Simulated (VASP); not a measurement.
# TiSi16 (a cell with a defect) in VASP: further runs

The runs below take TiSi16 (a cell with a defect) through single point, with PBE.

Everything below comes from runs of VASP 6.6.1. Logs are shortened: lines on timing, memory, paths and dates and some standing lists are left out, and cuts for length are marked.

## Step 1: The cell of the first run

The cell holds a defect, 17 atoms: a = 7.679 Å, b = 7.679 Å, c = 7.679 Å, α = 60.00°, β = 60.00°, γ = 60.00°.

## Step 2: Single point, PBE

Input file INCAR:

```
ALGO = Normal ; EDIFF = 1E-6
ENCUT = 520 ; GGA = PE
ISIF = 2 ; ISMEAR = 0
LASPH = True ; LCHARG = False
LREAL = Auto ; LWAVE = False
NBANDS = 52 ; NELM = 100
PREC = Accurate ; SIGMA = 0.02
```

Input file KPOINTS:

```
k-points
0
Gamma
  2 2 2
```

Input file POSCAR:

```
TiSi16
1.0
    0.0000000000      5.4300000000      5.4300000000
    5.4300000000      0.0000000000      5.4300000000
    5.4300000000      5.4300000000      0.0000000000
Si Ti
16 1
Direct
   -0.0017861878     -0.0011276243     -0.0066661142
    0.1276179558      0.1287207182      0.1162306630
    0.0073900552      0.0083653775      0.4782852670
    0.1222962247      0.1216293738      0.6131190608
   -0.0025513812      0.5110232044     -0.0067686924
    0.1230118785      0.6254728361      0.1267105893
   -0.0122757827      0.5064989871      0.5008282689
    0.1205766114      0.6451677716      0.6133593002
    0.5097414365     -0.0021935543     -0.0056314917
    0.6248119705      0.1229755064      0.1276471455
    0.5067567219     -0.0135779006      0.5016408840
    0.6444097606      0.1198685083      0.6146815838
    0.4938203499      0.4938336096      0.0182803867
    0.6244099448      0.6247373849      0.1275434622
    0.5055309392      0.5053473297      0.5017327808
    0.6181110497      0.6168086556      0.6477034991
    0.2566178637      0.2569290976      0.7306616943
```

Potentials or basis: VASP PAW PBE potentials, release 64 (Si, Ti_sv).

The run is started by

```sh
$ cat potpaw_PBE.64/Si/POTCAR potpaw_PBE.64/Ti_sv/POTCAR > POTCAR
$ mpirun -np 1 vasp_std > vasp.out
```

OUTCAR:

```text
EDIFF = 1E-6
   ENCUT = 520
   GGA = PE
   ISIF = 2
   ISMEAR = 0
   LASPH = True
   LREAL = Auto
   NELM = 100
   PREC = Accurate

 ion  position               nearest neighbor table
   1  0.998  0.999  0.993-   6 2.34  10 2.34   4 2.38   2 2.40  17 2.80
   2  0.128  0.129  0.116-   3 2.27   9 2.40   1 2.40   5 2.40  17 2.42
   3  0.007  0.008  0.478-   2 2.27   4 2.28  12 2.28   8 2.28
   4  0.122  0.122  0.613-   3 2.28   1 2.38  11 2.41   7 2.42  17 2.43
   5  0.997  0.511  0.993-  14 2.34   6 2.34   8 2.38   2 2.40  17 2.81
   6  0.123  0.625  0.127-  13 2.33   1 2.34   5 2.34   7 2.35
   7  0.988  0.506  0.501-  16 2.32   6 2.35   8 2.41   4 2.42  17 2.71
   8  0.121  0.645  0.613-   3 2.28   5 2.38   7 2.41  15 2.42  17 2.44
   9  0.510  0.998  0.994-  14 2.34  10 2.34  12 2.38   2 2.40  17 2.81
  10  0.625  0.123  0.128-  13 2.33   1 2.34   9 2.34  11 2.35
  11  0.507  0.986  0.502-  16 2.32  10 2.35  12 2.41   4 2.41  17 2.72
  12  0.644  0.120  0.615-   3 2.28   9 2.38  11 2.41  15 2.42  17 2.43
  13  0.494  0.494  0.018-  16 2.32  14 2.33   6 2.33  10 2.33
  14  0.624  0.625  0.128-  13 2.33   9 2.34   5 2.34  15 2.35
  15  0.506  0.505  0.502-  16 2.32  14 2.35   8 2.42  12 2.42  17 2.70
  16  0.618  0.617  0.648-  11 2.32   7 2.32  13 2.32  15 2.32
  17  0.257  0.257  0.731-   2 2.42   4 2.43  12 2.43   8 2.44  15 2.70   7 2.71  11 2.72   1 2.80
                             5 2.81   9 2.81

  LATTYP: Found a face centered cubic cell.
 ALAT       =    10.8600000000

  Lattice vectors:

 A1 = (   0.0000000000,   5.4300000000,   5.4300000000)
 A2 = (   5.4300000000,   0.0000000000,   5.4300000000)
 A3 = (   5.4300000000,   5.4300000000,   0.0000000000)

Analysis of symmetry for initial positions (statically):
=====================================================================
 Subroutine PRICEL returns:
 Original cell was already a primitive cell.

 Routine SETGRP: Setting up the symmetry group for a
 face centered cubic supercell.

 Subroutine GETGRP returns: Found  1 space group operations
 (whereof  1 operations were pure point group operations)
 out of a pool of 48 trial point group operations.

The static configuration has the point symmetry C_1 .

Analysis of symmetry for dynamics (positions and initial velocities):
=====================================================================
 Subroutine PRICEL returns:
 Original cell was already a primitive cell.

 Routine SETGRP: Setting up the symmetry group for a
 face centered cubic supercell.

 Subroutine GETGRP returns: Found  1 space group operations
 (whereof  1 operations were pure point group operations)
 out of a pool of 48 trial point group operations.

The dynamic configuration has the point symmetry C_1 .

 Subroutine INISYM returns: Found  1 space group operations
 (whereof  1 operations are pure point group operations),
 and found     1 'primitive' translations

----------------------------------------------------------------------------------------

                                     Primitive cell

  volume of cell :     320.2060

  direct lattice vectors                    reciprocal lattice vectors
     0.000000000  5.430000000  5.430000000    -0.092081031  0.092081031  0.092081031
     5.430000000  0.000000000  5.430000000     0.092081031 -0.092081031  0.092081031
     5.430000000  5.430000000  0.000000000     0.092081031  0.092081031 -0.092081031

  length of vectors
     7.679179644  7.679179644  7.679179644     0.159489025  0.159489025  0.159489025

  position of ions in fractional coordinates (direct lattice)
     0.998213812  0.998872376  0.993333886
     0.127617956  0.128720718  0.116230663
     0.007390055  0.008365377  0.478285267
     0.122296225  0.121629374  0.613119061
     0.997448619  0.511023204  0.993231308
     0.123011879  0.625472836  0.126710589
[... 9 lines left out ...]
     0.618111050  0.616808656  0.647703499
     0.256617864  0.256929098  0.730661694

  ion indices of the primitive-cell ions
   primitive index   ion index
                 1           1
                 2           2
                 3           3
                 4           4
                 5           5
                 6           6
[... 9 lines left out ...]
                16          16
                17          17

----------------------------------------------------------------------------------------

 KPOINTS: k-points

Automatic generation of k-mesh.
 Grid dimensions read from file:
 generate k-points for:    2    2    2

 Generating k-lattice:

  Cartesian coordinates                     Fractional coordinates (reciprocal lattice)
    -0.046040516  0.046040516  0.046040516     0.500000000  0.000000000  0.000000000
     0.046040516 -0.046040516  0.046040516     0.000000000  0.500000000  0.000000000
     0.046040516  0.046040516 -0.046040516     0.000000000  0.000000000  0.500000000

  Length of vectors
     0.079744512  0.079744512  0.079744512

  Shift w.r.t. Gamma in fractional coordinates (k-lattice)
     0.000000000  0.000000000  0.000000000

 Subroutine IBZKPT returns following result:
 ===========================================

 Found      8 irreducible k-points:

 Following reciprocal coordinates:
            Coordinates               Weight
  0.000000  0.000000  0.000000      1.000000
  0.500000  0.000000  0.000000      1.000000
  0.000000  0.500000  0.000000      1.000000
  0.000000  0.000000  0.500000      1.000000
  0.500000  0.500000  0.500000      1.000000
  0.500000  0.500000  0.000000      1.000000
  0.000000  0.500000  0.500000      1.000000
  0.500000  0.000000  0.500000      1.000000
   k-points           NKPTS =      8   k-points in BZ     NKDIM =      8   number of bands    NBANDS=     52
   number of dos      NEDOS =    301   number of ions     NIONS =     17
   total plane-waves  NPLWV = 216000
   dimension x,y,z NGX =    60 NGY =   60 NGZ =   60
   dimension x,y,z NGXF=   120 NGYF=  120 NGZF=  120
   ions per type =              16   1
   NGX,Y,Z   is equivalent  to a cutoff of  12.99, 12.99, 12.99 a.u.
   NGXF,Y,Z  is equivalent  to a cutoff of  25.98, 25.98, 25.98 a.u.
 SYSTEM =  unknown system
   PREC   = accura    normal or accurate (medium, high low for compatibility)
   ISTART =      0    job   : 0-new  1-cont  2-samecut
   ICHARG =      2    charge: 1-file 2-atom 10-const
   ISPIN  =      1    spin polarized calculation?
   LNONCOLLINEAR =      F non collinear calculations
   LSORBIT =      F    spin-orbit coupling
   LASPH  =      T    aspherical Exc in radial PAW
   ENCUT  =  520.0 eV  38.22 Ry    6.18 a.u.  14.28 14.28 14.28*2*pi/ulx,y,z
   NELM   =    100;   NELMIN=  2; NELMDL= -5     # of ELM steps
   EDIFF  = 0.1E-05   stopping-criterion for ELM
   LREAL  =      T    real-space projection
   EDIFFG = 0.1E-04   stopping-criterion for IOM
   NSW    =      0    number of steps for IOM
   IBRION =     -1    ionic relax: 0-MD 1-quasi-New 2-CG
   NFREE  =      0    steps in history (QN), initial steepest desc. (CG)
   ISIF   =      2    stress and relaxation
   ISYM   =      2    0-nonsym 1-usesym 2-fastsym
   POTIM  = 0.5000    time-step for ionic-motion
   TEBEG  =    0.0;   TEEND  =   0.0 temperature during run
   PSTRESS=    0.0 pullay stress
   NELECT =      76.0000    total number of electrons
   NUPDOWN=      -1.0000    fix difference up-down
   EMIN   =  10.00;   EMAX   =-10.00  energy-range for DOS
   EFERMI =   0.00;   METHOD = LEGACY
   ISMEAR =     0;   SIGMA  =   0.02  broadening in eV -4-tet -1-fermi 0-gaus
   EFERMI_NEDOS =   21; number of points for ismear=-14 and -15
   IALGO  =     38    algorithm
   IMIX   =      4    mixing-type and parameters
     AMIX     =   0.40;   BMIX     =  1.00
     AMIX_MAG =   1.60;   BMIX_MAG =  1.00
  volume/ion in A,a.u.               =      18.84       127.11
  Fermi-wavevector in a.u.,A,eV,Ry     =   1.013607  1.915439 13.978610  1.027399
  Thomas-Fermi vector in A             =   2.146786
   LORBIT       =      0    0 simple, 1 ext, 2 COOP (PROOUT), +10 PAW based schemes
   GGA     = PE    functional components
   LHFCALC =     F    Hartree Fock is set to
   AEXX    =    0.0000 exact exchange contribution
   IVDW    =     0    specifies the selected vdW correction
   LEPSILON=     F    determine dielectric tensor
   LRPA    =     F    only Hartree local field effects (RPA)
 non-spin polarized calculation
 Gauss-broadening in eV      SIGMA  =   0.02
  energy-cutoff  :      520.00
  volume of cell :      320.21
 maximum number of plane-waves:      8646
 NGX is ok and might be reduce to    60
   NGX = 29   NGY = 29   NGZ = 29

 number of electron      76.0000001 magnetization

 Free energy of the ion-electron system (eV)
  ---------------------------------------------------
  ext. energy  EPLUGINS =         0.00000000
  ---------------------------------------------------
  free energy    TOTEN  =       -92.15538236 eV

  energy without entropy =      -92.14750320  energy(sigma->0) =      -92.15144278

 E-fermi :   6.8974     XC(G=0):  -9.7546

 val. band max:        6.8973207336   @ k =   0.0000   0.5000   0.5000
 cond. band min:       6.9028548316   @ k =   0.5000   0.5000   0.5000
 fundamental gap:      0.0055340981
 Fermi energy:         6.8973873225

 k-point     1 :       0.0000    0.0000    0.0000
  band No.  band energies     occupation
      1     -49.8946      2.00000
      2     -26.2854      2.00000
      3     -26.2589      2.00000
      4     -26.2542      2.00000
      5      -5.7172      2.00000
      6      -3.5187      2.00000
[... 42 lines left out ...]
     49       8.2043      0.00000
     50       8.4832      0.00000

 k-point     2 :       0.5000    0.0000    0.0000
  band No.  band energies     occupation
      1     -49.8946      2.00000
      2     -26.2854      2.00000
      3     -26.2589      2.00000
      4     -26.2542      2.00000
      5      -5.0124      2.00000
      6      -4.7940      2.00000
[... 310 lines left out ...]
 k-point     8 :       0.5000    0.0000    0.5000
  band No.  band energies     occupation
      1     -49.8946      2.00000
      2     -26.2854      2.00000
      3     -26.2589      2.00000
      4     -26.2542      2.00000
      5      -4.6919      2.00000
      6      -4.5935      2.00000
[... 42 lines left out ...]
     49       9.8624      0.00000
     50      10.5249      0.00000
 [bands above 50 left out]

------------------------ aborting loop because EDIFF is reached ----------------------------------------

  FORCE on cell =-STRESS in cart. coord.  units (eV):
  Direction    XX          YY          ZZ          XY          YZ          ZX
  --------------------------------------------------------------------------------------
  -------------------------------------------------------------------------------------
  Total        7.8121396      7.7559904      7.8450207     -0.1586047      0.0812743      0.0561767
  in kB       39.0886881     38.8077409     39.2532114     -0.7935918      0.4066626      0.2810850
  external PRESSURE =      39.0498801 kB  Pullay stress =       0.0000000 kB

 VOLUME and BASIS-vectors are now :
 -----------------------------------------------------------------------------
  energy-cutoff  :      520.00
  volume of cell :      320.21
      direct lattice vectors                 reciprocal lattice vectors
     0.000000000  5.430000000  5.430000000    -0.092081031  0.092081031  0.092081031
     5.430000000  0.000000000  5.430000000     0.092081031 -0.092081031  0.092081031
     5.430000000  5.430000000  0.000000000     0.092081031  0.092081031 -0.092081031

 POSITION                                       TOTAL-FORCE (eV/Angst)
 -----------------------------------------------------------------------------------
     10.81768     10.81410     10.84418        -0.007713     -0.003389      0.008293
      1.33009      1.32410      1.39192         0.078591      0.080265     -0.076315
      2.64251      2.63722      0.08555         0.054909      0.053874     -0.036675
      3.98968      3.99331      1.32452        -0.005619     -0.008194      0.083824
      8.16810     10.80939      8.19100        -0.005529     -0.008682      0.007370
      4.08436      1.35599      4.06427        -0.029404     -0.010150      0.029412
[... 9 lines left out ...]
      6.86630      6.87337      6.70561        -0.038525     -0.047122      0.044536
      5.36262      5.36093      2.78856         0.183601      0.185388     -0.181947
 -----------------------------------------------------------------------------------
    total drift:                               -0.017703     -0.002720     -0.001584

  FREE ENERGIE OF THE ION-ELECTRON SYSTEM (eV)
  ---------------------------------------------------
  free  energy   TOTEN  =       -92.1553823643 eV

  energy  without entropy=      -92.1475032014  energy(sigma->0) =      -92.15144278
```

Wall time 3.6 min (1 thread of Intel Xeon Platinum 8488C (Sapphire Rapids), shared host); peak memory 0.5 GiB.

What came out:

| Property | Result |
| --- | --- |
| Free energy | -92.1554 eV |
| Pressure | 3.9 GPa |
| Largest force | 0.318 eV/Å |
| Band gap on the k mesh | zero (bands 38 and 39 overlap by 0.35 eV) |

Forces on the atoms (eV/Å):
```
Si  -0.008 -0.003  0.008
Si   0.079  0.080 -0.076
Si   0.055  0.054 -0.037
Si  -0.006 -0.008  0.084
Si  -0.006 -0.009  0.007
Si  -0.029 -0.010  0.029
Si  -0.023  0.018  0.027
Si  -0.087  0.005 -0.007
Si  -0.014 -0.007  0.009
Si  -0.016 -0.031  0.033
Si   0.018 -0.027  0.032
Si   0.001 -0.089 -0.001
Si  -0.048 -0.047  0.043
Si  -0.029 -0.029  0.007
Si  -0.033 -0.034 -0.021
Si  -0.039 -0.047  0.045
Ti   0.184  0.185 -0.182
```

Caveat: the k points lie up to 0.50 Å⁻¹ apart.

## Step 3: Single point, PBE

Input file INCAR:

```
PREC     = Accurate       # precision mode
ENCUT    = 520            # plane-wave cutoff, eV
EDIFF    = 1E-6           # SCF threshold, eV
ISMEAR   = 0              # smearing method
SIGMA    = 0.02           # smearing width, eV
LREAL    = Auto         
LASPH    = True           # aspherical terms in the spheres
NELM     = 60             # most SCF steps
ALGO     = Normal         # electronic algorithm
ISIF     = 2              # what is computed and relaxed
LWAVE    = False          # write WAVECAR
LCHARG   = False          # write CHGCAR
GGA      = PE             # functional
NBANDS   = 52             # bands
```

Input file KPOINTS:

```
regular mesh
0
Gamma
  2 2 2
```

Input file POSCAR:

```
TiSi16
1.0
    0.0000000000      5.4300000000      5.4300000000
    5.4300000000      0.0000000000      5.4300000000
    5.4300000000      5.4300000000      0.0000000000
Si Ti
16 1
Direct
   -0.0018063536     -0.0006417127     -0.0080056169
    0.1342634438      0.1353290055      0.0957361878
    0.0117680479      0.0122906998      0.4639833333
    0.1156522099      0.1156787293      0.6164081952
   -0.0016639042      0.5110753223     -0.0081841621
    0.1193930939      0.6257741252      0.1295873849
   -0.0188174954      0.5085918969      0.5019697974
    0.1158674954      0.6527361878      0.6159881215
    0.5097704420     -0.0012080110     -0.0067258748
    0.6246562615      0.1197398711      0.1309562615
    0.5085469613     -0.0197699816      0.5033441989
    0.6523916206      0.1150638122      0.6177623389
    0.4902174954      0.4906526703      0.0288751381
    0.6248216390      0.6252448435      0.1306369245
    0.5087621547      0.5082435543      0.5029824125
    0.6148718232      0.6135979742      0.6577554328
    0.2733943831      0.2734361878      0.6800848066
```

Potentials or basis: VASP PAW PBE potentials, release 64 (Si, Ti_sv).

The run is started by

```sh
$ cat potpaw_PBE.64/Si/POTCAR potpaw_PBE.64/Ti_sv/POTCAR > POTCAR
$ mpirun -np 1 vasp_std > vasp.out
```

Wall time 3.7 min (1 thread of Intel Xeon Platinum 8488C (Sapphire Rapids), shared host); peak memory 0.5 GiB.

Results (log left out):

```
Free energy            : -91.6171 eV
Pressure               : 4.3 GPa
Largest force          : 2.229 eV/Å
Band gap on the k mesh : zero (bands 38 and 39 overlap by 0.28 eV)
```

Forces on the atoms (eV/Å):
```
Si  -0.115 -0.111 -0.006
Si  -0.033 -0.028  0.029
Si  -0.084 -0.089  0.099
Si  -0.120 -0.121  0.290
Si   0.001 -0.118  0.120
Si  -0.054 -0.040  0.057
Si  -0.099  0.056  0.100
Si  -0.296 -0.105  0.107
Si  -0.121  0.000  0.119
Si  -0.050 -0.057  0.060
Si   0.048 -0.104  0.101
Si  -0.111 -0.293  0.114
Si  -0.067 -0.065  0.071
Si  -0.060 -0.060  0.047
Si  -0.109 -0.115 -0.066
Si  -0.020 -0.030  0.045
Ti   1.292  1.280 -1.288
```

Stress tensor (GPa, compression positive):
```
 4.32 -0.32  0.31
-0.32  4.31  0.33
 0.31  0.33  4.32
```

Levels at points of the mesh, in eV from the Fermi level:
```tsv
k point	band 34	band 35	band 36	band 37	band 38	band 39	band 40	band 41
(0.00, 0.00, 0.00)	-1.10	-1.10	-0.72	-0.61	-0.28	-0.28	-0.06	-0.06
(0.50, 0.00, 0.00)	-1.76	-1.35	-1.34	-0.18	0.01	0.12	0.41	0.61
(0.00, 0.50, 0.00)	-1.76	-1.35	-1.34	-0.18	0.00	0.12	0.41	0.61
(0.00, 0.00, 0.50)	-2.06	-1.35	-1.35	-0.25	-0.11	-0.11	0.65	0.65
(0.50, 0.50, 0.50)	-1.76	-1.35	-1.34	-0.18	0.01	0.12	0.41	0.61
(0.50, 0.50, 0.00)	-2.03	-1.94	-1.82	-0.42	0.01	0.38	0.82	1.05
(0.00, 0.50, 0.50)	-2.03	-1.94	-1.82	-0.42	0.01	0.38	0.82	1.06
(0.50, 0.00, 0.50)	-2.03	-1.94	-1.82	-0.42	0.01	0.38	0.82	1.05
```

Caveat: the k points lie up to 0.50 Å⁻¹ apart.

(Part 1 of 2 ends here.)
